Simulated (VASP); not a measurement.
# NaI (Fm-3m) in VASP: a series of runs

Aim: see how the results for NaI move with the level of theory and the settings. Levels: PBE, r2SCAN. Tasks: single point.

Program: VASP 6.6.1. These are calculated values, not measurements. Logs are shortened: lines on timing, memory, paths and dates and some standing lists are left out, and cuts for length are marked.

## (1) The cell of the first run

The structure is cubic, space group Fm-3m (No. 225). The conventional cell has a = 6.459 Å, b = 6.459 Å, c = 6.459 Å, α = 90.00°, β = 90.00°, γ = 90.00°. Na (site symmetry m-3m) has 6 I at 3.23 Å within 4.2 Å. I (site symmetry m-3m) has 6 Na at 3.23 Å within 4.2 Å.

## (2) Single point, PBE

Contents of INCAR:

```
PREC = Accurate
ENCUT = 520
EDIFF = 1E-6
ISMEAR = -1
SIGMA = 0.02
LREAL = F
LASPH = T
NELM = 80
ALGO = Normal
ISIF = 2
LWAVE = F
LCHARG = F
GGA = PE
NBANDS = 14
```

Contents of KPOINTS:

```
regular mesh
0
Gamma
  8 8 8
```

Contents of POSCAR:

```
NaI
1.0
    0.0000000000      3.2297205484      3.2297205484
    3.2297205484      0.0000000000      3.2297205484
    3.2297205484      3.2297205484      0.0000000000
Na I
1 1
Direct
    0.0000000000      0.0000000000      0.0000000000
    0.5000000000      0.5000000000      0.5000000000
```

Potentials or basis: VASP PAW PBE potentials, release 64 (Na_pv, I).

Command:

```bash
$ cat potpaw_PBE.64/Na_pv/POTCAR potpaw_PBE.64/I/POTCAR > POTCAR
$ mpirun -np 1 vasp_std > vasp.out
```

OUTCAR:

```text
PREC = Accurate
   ENCUT = 520
   EDIFF = 1E-6
   ISMEAR = -1
   LREAL = F
   LASPH = T
   NELM = 80
   ISIF = 2
   GGA = PE

 ion  position               nearest neighbor table
   1  0.000  0.000  0.000-
   2  0.500  0.500  0.500-

  LATTYP: Found a face centered cubic cell.
 ALAT       =     6.4594410968

  Lattice vectors:

 A1 = (   0.0000000000,   3.2297205484,   3.2297205484)
 A2 = (   3.2297205484,   0.0000000000,   3.2297205484)
 A3 = (   3.2297205484,   3.2297205484,   0.0000000000)

Analysis of symmetry for initial positions (statically):
=====================================================================
 Subroutine PRICEL returns:
 Original cell was already a primitive cell.

 Routine SETGRP: Setting up the symmetry group for a
 face centered cubic supercell.

 Subroutine GETGRP returns: Found 48 space group operations
 (whereof 48 operations were pure point group operations)
 out of a pool of 48 trial point group operations.

The static configuration has the point symmetry O_h .

Analysis of symmetry for dynamics (positions and initial velocities):
=====================================================================
 Subroutine PRICEL returns:
 Original cell was already a primitive cell.

 Routine SETGRP: Setting up the symmetry group for a
 face centered cubic supercell.

 Subroutine GETGRP returns: Found 48 space group operations
 (whereof 48 operations were pure point group operations)
 out of a pool of 48 trial point group operations.

The dynamic configuration has the point symmetry O_h .

 Subroutine INISYM returns: Found 48 space group operations
 (whereof 48 operations are pure point group operations),
 and found     1 'primitive' translations

----------------------------------------------------------------------------------------

                                     Primitive cell

  volume of cell :      67.3790

  direct lattice vectors                    reciprocal lattice vectors
     0.000000000  3.229720548  3.229720548    -0.154812156  0.154812156  0.154812156
     3.229720548  0.000000000  3.229720548     0.154812156 -0.154812156  0.154812156
     3.229720548  3.229720548  0.000000000     0.154812156  0.154812156 -0.154812156

  length of vectors
     4.567514602  4.567514602  4.567514602     0.268142519  0.268142519  0.268142519

  position of ions in fractional coordinates (direct lattice)
     0.000000000  0.000000000  0.000000000
     0.500000000  0.500000000  0.500000000

  ion indices of the primitive-cell ions
   primitive index   ion index
                 1           1
                 2           2

----------------------------------------------------------------------------------------

 KPOINTS: regular mesh

Automatic generation of k-mesh.
 Grid dimensions read from file:
 generate k-points for:    8    8    8

 Generating k-lattice:

  Cartesian coordinates                     Fractional coordinates (reciprocal lattice)
    -0.019351519  0.019351519  0.019351519     0.125000000  0.000000000  0.000000000
     0.019351519 -0.019351519  0.019351519     0.000000000  0.125000000  0.000000000
     0.019351519  0.019351519 -0.019351519     0.000000000  0.000000000  0.125000000

  Length of vectors
     0.033517815  0.033517815  0.033517815

  Shift w.r.t. Gamma in fractional coordinates (k-lattice)
     0.000000000  0.000000000  0.000000000

 Subroutine IBZKPT returns following result:
 ===========================================

 Found     29 irreducible k-points:

 Following reciprocal coordinates:
            Coordinates               Weight
  0.000000  0.000000  0.000000      1.000000
  0.125000  0.000000  0.000000      8.000000
  0.250000  0.000000  0.000000      8.000000
  0.375000  0.000000  0.000000      8.000000
  0.500000  0.000000  0.000000      4.000000
  0.125000  0.125000  0.000000      6.000000
[... 16 lines left out ...]
  0.500000  0.250000  0.125000     48.000000
 -0.375000  0.250000  0.125000     24.000000
 [... further k-points ...]
   k-points           NKPTS =     29   k-points in BZ     NKDIM =     29   number of bands    NBANDS=     14
   number of dos      NEDOS =    301   number of ions     NIONS =      2
   total plane-waves  NPLWV =  46656
   dimension x,y,z NGX =    36 NGY =   36 NGZ =   36
   dimension x,y,z NGXF=    72 NGYF=   72 NGZF=   72
   ions per type =               1   1
   NGX,Y,Z   is equivalent  to a cutoff of  13.10, 13.10, 13.10 a.u.
   NGXF,Y,Z  is equivalent  to a cutoff of  26.21, 26.21, 26.21 a.u.
 SYSTEM =  unknown system
   PREC   = accura    normal or accurate (medium, high low for compatibility)
   ISTART =      0    job   : 0-new  1-cont  2-samecut
   ICHARG =      2    charge: 1-file 2-atom 10-const
   ISPIN  =      1    spin polarized calculation?
   LNONCOLLINEAR =      F non collinear calculations
   LSORBIT =      F    spin-orbit coupling
   LASPH  =      T    aspherical Exc in radial PAW
   ENCUT  =  520.0 eV  38.22 Ry    6.18 a.u.   8.49  8.49  8.49*2*pi/ulx,y,z
   NELM   =     80;   NELMIN=  2; NELMDL= -5     # of ELM steps
   EDIFF  = 0.1E-05   stopping-criterion for ELM
   LREAL  =      F    real-space projection
   EDIFFG = 0.1E-04   stopping-criterion for IOM
   NSW    =      0    number of steps for IOM
   IBRION =     -1    ionic relax: 0-MD 1-quasi-New 2-CG
   NFREE  =      0    steps in history (QN), initial steepest desc. (CG)
   ISIF   =      2    stress and relaxation
   ISYM   =      2    0-nonsym 1-usesym 2-fastsym
   POTIM  = 0.5000    time-step for ionic-motion
   TEBEG  =    0.0;   TEEND  =   0.0 temperature during run
   PSTRESS=    0.0 pullay stress
   NELECT =      14.0000    total number of electrons
   NUPDOWN=      -1.0000    fix difference up-down
   EMIN   =  10.00;   EMAX   =-10.00  energy-range for DOS
   EFERMI =   0.00;   METHOD = LEGACY
   ISMEAR =    -1;   SIGMA  =   0.02  broadening in eV -4-tet -1-fermi 0-gaus
   EFERMI_NEDOS =   21; number of points for ismear=-14 and -15
   IALGO  =     38    algorithm
   IMIX   =      4    mixing-type and parameters
     AMIX     =   0.40;   BMIX     =  1.00
     AMIX_MAG =   1.60;   BMIX_MAG =  1.00
  volume/ion in A,a.u.               =      33.69       227.35
  Fermi-wavevector in a.u.,A,eV,Ry     =   0.969637  1.832348 12.792145  0.940196
  Thomas-Fermi vector in A             =   2.099706
   LORBIT       =      0    0 simple, 1 ext, 2 COOP (PROOUT), +10 PAW based schemes
   GGA     = PE    functional components
   LHFCALC =     F    Hartree Fock is set to
   AEXX    =    0.0000 exact exchange contribution
   IVDW    =     0    specifies the selected vdW correction
   LEPSILON=     F    determine dielectric tensor
   LRPA    =     F    only Hartree local field effects (RPA)
 non-spin polarized calculation
  energy-cutoff  :      520.00
  volume of cell :       67.38
 maximum number of plane-waves:      1839
 NGX is ok and might be reduce to    36
   NGX = 17   NGY = 17   NGZ = 17

 number of electron      13.9999994 magnetization

 Free energy of the ion-electron system (eV)
  ---------------------------------------------------
  ext. energy  EPLUGINS =         0.00000000
  ---------------------------------------------------
  free energy    TOTEN  =        -5.38377696 eV

  energy without entropy =       -5.38377696  energy(sigma->0) =       -5.38377696

 E-fermi :   1.3408     XC(G=0):  -7.7299

 val. band max:        0.8496219444   @ k =   0.0000   0.0000   0.0000
 cond. band min:       4.5067112298   @ k =   0.0000   0.0000   0.0000
 fundamental gap:      3.6570892854
 Fermi energy:         1.3408373263

 k-point     1 :       0.0000    0.0000    0.0000
  band No.  band energies     occupation
      1     -21.5824      2.00000
      2     -21.5824      2.00000
      3     -21.5824      2.00000
      4     -10.1840      2.00000
      5       0.8496      2.00000
      6       0.8496      2.00000
      7       0.8496      2.00000
      8       4.5067      0.00000
      9       8.7794      0.00000
     10       8.7794      0.00000
     11       8.7794      0.00000
     12      10.6079      0.00000
     13      10.6079      0.00000
     14      11.2888      0.00000

 k-point     2 :       0.1250    0.0000    0.0000
  band No.  band energies     occupation
      1     -21.5832      2.00000
      2     -21.5825      2.00000
      3     -21.5825      2.00000
      4     -10.1402      2.00000
      5       0.3845      2.00000
      6       0.8045      2.00000
      7       0.8045      2.00000
      8       5.0290      0.00000
      9       8.4158      0.00000
     10       8.9316      0.00000
     11       8.9316      0.00000
     12      10.1825      0.00000
     13      10.1825      0.00000
     14      11.8118      0.00000

 k-point     3 :       0.2500    0.0000    0.0000
  band No.  band energies     occupation
      1     -21.5851      2.00000
      2     -21.5826      2.00000
      3     -21.5826      2.00000
      4     -10.0305      2.00000
      5      -0.4539      2.00000
      6       0.7007      2.00000
      7       0.7007      2.00000
      8       5.7918      0.00000
      9       8.3647      0.00000
     10       8.8202      0.00000
     11       8.8202      0.00000
     12      10.3981      0.00000
     13      10.3981      0.00000
     14      11.2884      0.00000

 k-point     4 :       0.3750    0.0000    0.0000
  band No.  band energies     occupation
      1     -21.5871      2.00000
      2     -21.5827      2.00000
      3     -21.5827      2.00000
      4      -9.9143      2.00000
      5      -1.1101      2.00000
      6       0.6033      2.00000
      7       0.6033      2.00000
      8       5.9675      0.00000
      9       8.4467      0.00000
     10       8.4467      0.00000
     11       9.1830      0.00000
     12      10.9677      0.00000
     13      11.6154      0.00000
     14      11.6154      0.00000

 k-point     5 :       0.5000    0.0000    0.0000
  band No.  band energies     occupation
      1     -21.5879      2.00000
      2     -21.5828      2.00000
      3     -21.5827      2.00000
      4      -9.8641      2.00000
      5      -1.3526      2.00000
      6       0.5645      2.00000
      7       0.5645      2.00000
      8       5.9444      0.00000
      9       8.2993      0.00000
     10       8.2993      0.00000
     11       9.6255      0.00000
[... 276 lines left out ...]
 k-point    22 :       0.3750    0.2500    0.1250
  band No.  band energies     occupation
      1     -21.5854      2.00000
      2     -21.5836      2.00000
      3     -21.5828      2.00000
      4      -9.9519      2.00000
      5      -0.6023      2.00000
      6       0.2567      2.00000
      7       0.5556      2.00000
      8       6.5590      0.00000
      9       7.5832      0.00000
     10       7.9967      0.00000
     11       9.5981      0.00000
     12      10.0687      0.00000
     13      12.0690      0.00000
     14      13.4313      0.00000

 k-point    23 :       0.5000    0.2500    0.1250
  band No.  band energies     occupation
      1     -21.5864      2.00000
      2     -21.5840      2.00000
      3     -21.5831      2.00000
      4      -9.8604      2.00000
      5      -0.9376      2.00000
      6       0.0066      2.00000
      7       0.4258      2.00000
      8       6.8861      0.00000
      9       7.4463      0.00000
     10       8.2641      0.00000
     11       9.3564      0.00000
     12      11.0685      0.00000
     13      12.9244      0.00000
     14      13.1529      0.00000

 k-point    24 :      -0.3750    0.2500    0.1250
  band No.  band energies     occupation
      1     -21.5869      2.00000
      2     -21.5840      2.00000
      3     -21.5832      2.00000
      4      -9.8213      2.00000
      5      -1.0762      2.00000
      6      -0.0720      2.00000
      7       0.3583      2.00000
      8       6.9931      0.00000
      9       7.1567      0.00000
     10       9.1281      0.00000
     11       9.1456      0.00000
     12      11.3569      0.00000
     13      12.3227      0.00000
     14      13.5726      0.00000

 [... further k-points ...]

------------------------ aborting loop because EDIFF is reached ----------------------------------------

  FORCE on cell =-STRESS in cart. coord.  units (eV):
  Direction    XX          YY          ZZ          XY          YZ          ZX
  --------------------------------------------------------------------------------------
  -------------------------------------------------------------------------------------
  Total        0.2317864      0.2317864      0.2317864      0.0000000      0.0000000     -0.0000000
  in kB        5.5115495      5.5115495      5.5115495      0.0000000      0.0000000     -0.0000000
  external PRESSURE =       5.5115495 kB  Pullay stress =       0.0000000 kB

 VOLUME and BASIS-vectors are now :
 -----------------------------------------------------------------------------
  energy-cutoff  :      520.00
  volume of cell :       67.38
      direct lattice vectors                 reciprocal lattice vectors
     0.000000000  3.229720548  3.229720548    -0.154812156  0.154812156  0.154812156
     3.229720548  0.000000000  3.229720548     0.154812156 -0.154812156  0.154812156
     3.229720548  3.229720548  0.000000000     0.154812156  0.154812156 -0.154812156

 POSITION                                       TOTAL-FORCE (eV/Angst)
 -----------------------------------------------------------------------------------
      0.00000      0.00000      0.00000         0.000000     -0.000000      0.000000
      3.22972      3.22972      3.22972        -0.000000      0.000000     -0.000000
 -----------------------------------------------------------------------------------
    total drift:                                0.000000      0.000000      0.000000

  FREE ENERGIE OF THE ION-ELECTRON SYSTEM (eV)
  ---------------------------------------------------
  free  energy   TOTEN  =        -5.3837769643 eV

  energy  without entropy=       -5.3837769643  energy(sigma->0) =       -5.38377696
```

Wall time 11 s (1 thread of Intel Xeon 6975P-C (Granite Rapids), shared host); peak memory 0.2 GiB.

What came out:

| Item | Value |
| --- | --- |
| Free energy | -5.3838 eV |
| Pressure | 0.6 GPa |
| Band gap on the k mesh | 3.66 eV |

Caveat: spin-orbit coupling is left out, which moves the levels of the heavy elements.

(Continued in part 2 of 2.)
